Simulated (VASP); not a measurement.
# CdRe2O4 (Fd-3m) in VASP: single point with PBE

Aim: the single point of CdRe2O4 with PBE.

Program: VASP 6.6.1. These are calculated values, not measurements. Logs are shortened: lines on timing, memory, paths and dates and some standing lists are left out, and cuts for length are marked.

## 1. The cell of the first run

It takes space group Fd-3m (No. 227, cubic). Conventional cell: a = 8.559 Å, b = 8.559 Å, c = 8.559 Å, α = 90.00°, β = 90.00°, γ = 90.00°. Within 2.7 Å of Re (site symmetry -3m) lie 6 O at 2.06 Å. Within 2.8 Å of O (site symmetry 3m) lie 1 Cd at 2.00 Å and 3 Re at 2.06 Å and 3 O at 2.78 Å. Within 2.7 Å of Cd (site symmetry -43m) lie 4 O at 2.00 Å.

## 2. Single point, PBE

INCAR reads:

```
ALGO = Normal
EDIFF = 1E-6
ENCUT = 520
GGA = PE
ISIF = 2
ISMEAR = 1
LASPH = True
LCHARG = False
LREAL = False
LWAVE = False
NBANDS = 63
NELM = 100
PREC = Accurate
SIGMA = 0.0599
```

KPOINTS reads:

```
k-points
0
Gamma
  7 7 7
```

POSCAR reads:

```
CdRe2O4
1.0
    0.0000000000      4.2793760000      4.2793760000
    4.2793760000      0.0000000000      4.2793760000
    4.2793760000      4.2793760000      0.0000000000
Re O Cd
4 8 2
Direct
    0.6250000000      0.6250000000      0.6250000000
    0.1250000000      0.6250000000      0.6250000000
    0.6250000000      0.6250000000      0.1250000000
    0.6250000000      0.1250000000      0.6250000000
    0.8650000000      0.8650000000      0.8650000000
    0.8450000000      0.3850000000      0.3850000000
    0.8650000000      0.8650000000      0.4050000000
    0.3850000000      0.8450000000      0.3850000000
    0.4050000000      0.8650000000      0.8650000000
    0.3850000000      0.3850000000      0.3850000000
    0.8650000000      0.4050000000      0.8650000000
    0.3850000000      0.3850000000      0.8450000000
    0.0000000000      0.0000000000      0.0000000000
    0.2500000000      0.2500000000      0.2500000000
```

Potentials or basis: VASP PAW PBE potentials, release 64 (Re, O, Cd).

Launch:

```sh
$ cat potpaw_PBE.64/Re/POTCAR potpaw_PBE.64/O/POTCAR potpaw_PBE.64/Cd/POTCAR > POTCAR
$ mpirun -np 1 vasp_std > vasp.out
```

OUTCAR:

```text
EDIFF = 1E-6
   ENCUT = 520
   GGA = PE
   ISIF = 2
   ISMEAR = 1
   LASPH = True
   LREAL = False
   NELM = 100
   PREC = Accurate

 ion  position               nearest neighbor table
   1  0.625  0.625  0.625-   6 2.06   7 2.06   8 2.06   9 2.06  11 2.06  12 2.06   2 3.03   3 3.03
                             4 3.03   3 3.03   4 3.03   2 3.03  14 3.55  13 3.55  14 3.55  13 3.55
   2  0.125  0.625  0.625-   7 2.06   8 2.06  11 2.06  12 2.06   5 2.06  10 2.06   1 3.03   3 3.03
                             4 3.03   1 3.03   3 3.03   4 3.03  13 3.55  14 3.55  13 3.55  14 3.55
   3  0.625  0.625  0.125-   6 2.06   8 2.06   9 2.06  11 2.06  10 2.06   5 2.06   1 3.03   1 3.03
                             2 3.03   4 3.03   4 3.03   2 3.03  14 3.55  13 3.55  14 3.55  13 3.55
   4  0.625  0.125  0.625-   6 2.06   7 2.06   9 2.06  12 2.06  10 2.06   5 2.06   1 3.03   3 3.03
                             1 3.03   2 3.03   3 3.03   2 3.03  14 3.55  13 3.55  14 3.55  13 3.55
   5  0.865  0.865  0.865-  13 2.00   3 2.06   4 2.06   2 2.06
   6  0.845  0.385  0.385-  14 2.00   4 2.06   3 2.06   1 2.06
   7  0.865  0.865  0.405-  13 2.00   4 2.06   2 2.06   1 2.06
   8  0.385  0.845  0.385-  14 2.00   3 2.06   2 2.06   1 2.06
   9  0.405  0.865  0.865-  13 2.00   4 2.06   3 2.06   1 2.06
  10  0.385  0.385  0.385-  14 2.00   3 2.06   4 2.06   2 2.06
  11  0.865  0.405  0.865-  13 2.00   3 2.06   2 2.06   1 2.06
  12  0.385  0.385  0.845-  14 2.00   4 2.06   2 2.06   1 2.06
  13  0.000  0.000  0.000-   5 2.00   7 2.00   9 2.00  11 2.00   2 3.55   4 3.55   3 3.55   4 3.55
                             2 3.55   3 3.55   4 3.55   1 3.55   1 3.55   1 3.55   2 3.55   3 3.55
  14  0.250  0.250  0.250-  10 2.00   8 2.00   6 2.00  12 2.00   2 3.55   4 3.55   2 3.55   3 3.55
                             3 3.55   4 3.55   1 3.55   2 3.55   1 3.55   4 3.55   1 3.55   3 3.55

  LATTYP: Found a face centered cubic cell.
 ALAT       =     8.5587520000

  Lattice vectors:

 A1 = (   0.0000000000,   4.2793760000,   4.2793760000)
 A2 = (   4.2793760000,   0.0000000000,   4.2793760000)
 A3 = (   4.2793760000,   4.2793760000,   0.0000000000)

Analysis of symmetry for initial positions (statically):
=====================================================================
 Subroutine PRICEL returns:
 Original cell was already a primitive cell.

 Routine SETGRP: Setting up the symmetry group for a
 face centered cubic supercell.

 Subroutine GETGRP returns: Found 48 space group operations
 (whereof 24 operations were pure point group operations)
 out of a pool of 48 trial point group operations.

The static configuration has the point symmetry T_d .
 The point group associated with its full space group is O_h .

Analysis of symmetry for dynamics (positions and initial velocities):
=====================================================================
 Subroutine PRICEL returns:
 Original cell was already a primitive cell.

 Routine SETGRP: Setting up the symmetry group for a
 face centered cubic supercell.

 Subroutine GETGRP returns: Found 48 space group operations
 (whereof 24 operations were pure point group operations)
 out of a pool of 48 trial point group operations.

The dynamic configuration has the point symmetry T_d .
 The point group associated with its full space group is O_h .

 Subroutine INISYM returns: Found 48 space group operations
 (whereof 24 operations are pure point group operations),
 and found     1 'primitive' translations

----------------------------------------------------------------------------------------

                                     Primitive cell

  volume of cell :     156.7369

  direct lattice vectors                    reciprocal lattice vectors
     0.000000000  4.279376000  4.279376000    -0.116839464  0.116839464  0.116839464
     4.279376000  0.000000000  4.279376000     0.116839464 -0.116839464  0.116839464
     4.279376000  4.279376000  0.000000000     0.116839464  0.116839464 -0.116839464

  length of vectors
     6.051951578  6.051951578  6.051951578     0.202371889  0.202371889  0.202371889

  position of ions in fractional coordinates (direct lattice)
     0.625000000  0.625000000  0.625000000
     0.125000000  0.625000000  0.625000000
     0.625000000  0.625000000  0.125000000
[... 42 lines left out ...]
     0.016691352  0.016691352 -0.016691352     0.000000000  0.000000000  0.142857143

  Length of vectors
     0.028910270  0.028910270  0.028910270

  Shift w.r.t. Gamma in fractional coordinates (k-lattice)
     0.000000000  0.000000000  0.000000000

 Subroutine IBZKPT returns following result:
 ===========================================

 Found     20 irreducible k-points:

 Following reciprocal coordinates:
            Coordinates               Weight
  0.000000  0.000000  0.000000      1.000000
  0.142857  0.000000  0.000000      8.000000
  0.285714  0.000000  0.000000      8.000000
  0.428571  0.000000  0.000000      8.000000
  0.142857  0.142857  0.000000      6.000000
  0.285714  0.142857  0.000000     24.000000
[... 12 lines left out ...]
 -0.428571  0.428571  0.142857     24.000000
 -0.285714  0.428571  0.142857     24.000000
   k-points           NKPTS =     20   k-points in BZ     NKDIM =     20   number of bands    NBANDS=     63
   number of dos      NEDOS =    301   number of ions     NIONS =     14
   total plane-waves  NPLWV = 110592
   dimension x,y,z NGX =    48 NGY =   48 NGZ =   48
   dimension x,y,z NGXF=    96 NGYF=   96 NGZF=   96
   ions per type =               4   8   2
   NGX,Y,Z   is equivalent  to a cutoff of  13.19, 13.19, 13.19 a.u.
   NGXF,Y,Z  is equivalent  to a cutoff of  26.37, 26.37, 26.37 a.u.
 SYSTEM =  unknown system
   PREC   = accura    normal or accurate (medium, high low for compatibility)
   ISTART =      0    job   : 0-new  1-cont  2-samecut
   ICHARG =      2    charge: 1-file 2-atom 10-const
   ISPIN  =      1    spin polarized calculation?
   LNONCOLLINEAR =      F non collinear calculations
   LSORBIT =      F    spin-orbit coupling
   LASPH  =      T    aspherical Exc in radial PAW
   ENCUT  =  520.0 eV  38.22 Ry    6.18 a.u.  11.25 11.25 11.25*2*pi/ulx,y,z
   NELM   =    100;   NELMIN=  2; NELMDL= -5     # of ELM steps
   EDIFF  = 0.1E-05   stopping-criterion for ELM
   LREAL  =      F    real-space projection
   EDIFFG = 0.1E-04   stopping-criterion for IOM
   NSW    =      0    number of steps for IOM
   IBRION =     -1    ionic relax: 0-MD 1-quasi-New 2-CG
   NFREE  =      0    steps in history (QN), initial steepest desc. (CG)
   ISIF   =      2    stress and relaxation
   ISYM   =      2    0-nonsym 1-usesym 2-fastsym
   POTIM  = 0.5000    time-step for ionic-motion
   TEBEG  =    0.0;   TEEND  =   0.0 temperature during run
   PSTRESS=    0.0 pullay stress
   NELECT =     100.0000    total number of electrons
   NUPDOWN=      -1.0000    fix difference up-down
   EMIN   =  10.00;   EMAX   =-10.00  energy-range for DOS
   EFERMI =   0.00;   METHOD = LEGACY
   ISMEAR =     1;   SIGMA  =   0.06  broadening in eV -4-tet -1-fermi 0-gaus
   EFERMI_NEDOS =   21; number of points for ismear=-14 and -15
   IALGO  =     38    algorithm
   IMIX   =      4    mixing-type and parameters
     AMIX     =   0.40;   BMIX     =  1.00
     AMIX_MAG =   1.60;   BMIX_MAG =  1.00
  volume/ion in A,a.u.               =      11.20        75.55
  Fermi-wavevector in a.u.,A,eV,Ry     =   1.409346  2.663278 27.024667  1.986257
  Thomas-Fermi vector in A             =   2.531412
   LORBIT       =      0    0 simple, 1 ext, 2 COOP (PROOUT), +10 PAW based schemes
   GGA     = PE    functional components
   LHFCALC =     F    Hartree Fock is set to
   AEXX    =    0.0000 exact exchange contribution
   IVDW    =     0    specifies the selected vdW correction
   LEPSILON=     F    determine dielectric tensor
   LRPA    =     F    only Hartree local field effects (RPA)
 non-spin polarized calculation
 Methfessel and Paxton  Order N= 1 SIGMA  =   0.06
  energy-cutoff  :      520.00
  volume of cell :      156.74
 maximum number of plane-waves:      4279
 NGX is ok and might be reduce to    48
   NGX = 23   NGY = 23   NGZ = 23

 number of electron     100.0000001 magnetization

 Free energy of the ion-electron system (eV)
  ---------------------------------------------------
  ext. energy  EPLUGINS =         0.00000000
  ---------------------------------------------------
  free energy    TOTEN  =       -96.97951551 eV

  energy without entropy =      -96.97708853  energy(sigma->0) =      -96.97870652

 E-fermi :   7.1105     XC(G=0): -12.1911

 val. band max:        7.0991788045   @ k =   0.2857   0.2857   0.0000
 cond. band min:       7.1109025445   @ k =   0.2857   0.1429   0.0000
 fundamental gap:      0.0117237400
 Fermi energy:         7.1104841500

 k-point     1 :       0.0000    0.0000    0.0000
  band No.  band energies     occupation
      1     -15.4560      2.00000
      2     -14.5441      2.00000
      3     -14.5441      2.00000
      4     -14.5441      2.00000
      5     -13.9154      2.00000
      6     -13.8727      2.00000
[... 1289 lines left out ...]
     61      10.5096      0.00000
     62      10.6064      0.00000
 [bands above 62 left out]

------------------------ aborting loop because EDIFF is reached ----------------------------------------

  FORCE on cell =-STRESS in cart. coord.  units (eV):
  Direction    XX          YY          ZZ          XY          YZ          ZX
  --------------------------------------------------------------------------------------
  -------------------------------------------------------------------------------------
  Total       32.3343126     32.3343126     32.3343126      0.0000000      0.0000000      0.0000000
  in kB      330.5239087    330.5239087    330.5239087      0.0000000      0.0000000      0.0000000
  external PRESSURE =     330.5239087 kB  Pullay stress =       0.0000000 kB

 VOLUME and BASIS-vectors are now :
 -----------------------------------------------------------------------------
  energy-cutoff  :      520.00
  volume of cell :      156.74
      direct lattice vectors                 reciprocal lattice vectors
     0.000000000  4.279376000  4.279376000    -0.116839464  0.116839464  0.116839464
     4.279376000  0.000000000  4.279376000     0.116839464 -0.116839464  0.116839464
     4.279376000  4.279376000  0.000000000     0.116839464  0.116839464 -0.116839464

 POSITION                                       TOTAL-FORCE (eV/Angst)
 -----------------------------------------------------------------------------------
      5.34922      5.34922      5.34922         0.000000     -0.000000     -0.000000
      5.34922      3.20953      3.20953         0.000000     -0.000000     -0.000000
      3.20953      3.20953      5.34922         0.000000     -0.000000     -0.000000
      3.20953      5.34922      3.20953         0.000000     -0.000000     -0.000000
      7.40332      7.40332      7.40332        -0.200527     -0.200527     -0.200527
      3.29512      5.26363      5.26363         0.200527     -0.200527     -0.200527
      5.43481      5.43481      7.40332         0.200527      0.200527     -0.200527
      5.26363      3.29512      5.26363        -0.200527      0.200527     -0.200527
      7.40332      5.43481      5.43481        -0.200527      0.200527      0.200527
      3.29512      3.29512      3.29512         0.200527      0.200527      0.200527
      5.43481      7.40332      5.43481         0.200527     -0.200527      0.200527
      5.26363      5.26363      3.29512        -0.200527     -0.200527      0.200527
      0.00000      0.00000      0.00000         0.000000     -0.000000     -0.000000
      2.13969      2.13969      2.13969         0.000000     -0.000000     -0.000000
 -----------------------------------------------------------------------------------
    total drift:                               -0.000000     -0.000000      0.000000

  FREE ENERGIE OF THE ION-ELECTRON SYSTEM (eV)
  ---------------------------------------------------
  free  energy   TOTEN  =       -96.9795155084 eV

  energy  without entropy=      -96.9770885282  energy(sigma->0) =      -96.97870652
```

Wall time 2.6 min (1 thread of Intel Xeon 6975P-C (Granite Rapids), shared host); peak memory 0.41 GiB.

What came out:

```
Free energy            : -96.9795 eV
Pressure               : 33.1 GPa
Largest force          : 0.347 eV/Å
Band gap on the k mesh : zero (bands 50 and 51 overlap by 0.73 eV)
```

Forces on the atoms (eV/Å):
```
Re   0.000  0.000  0.000
Re   0.000  0.000  0.000
Re   0.000  0.000  0.000
Re   0.000  0.000  0.000
O   -0.201 -0.201 -0.201
O    0.201 -0.201 -0.201
O    0.201  0.201 -0.201
O   -0.201  0.201 -0.201
O   -0.201  0.201  0.201
O    0.201  0.201  0.201
O    0.201 -0.201  0.201
O   -0.201 -0.201  0.201
Cd   0.000  0.000  0.000
Cd   0.000  0.000  0.000
```

Caveat: the cell stands under pressure; spin-orbit coupling is left out, which moves the levels of the heavy elements.
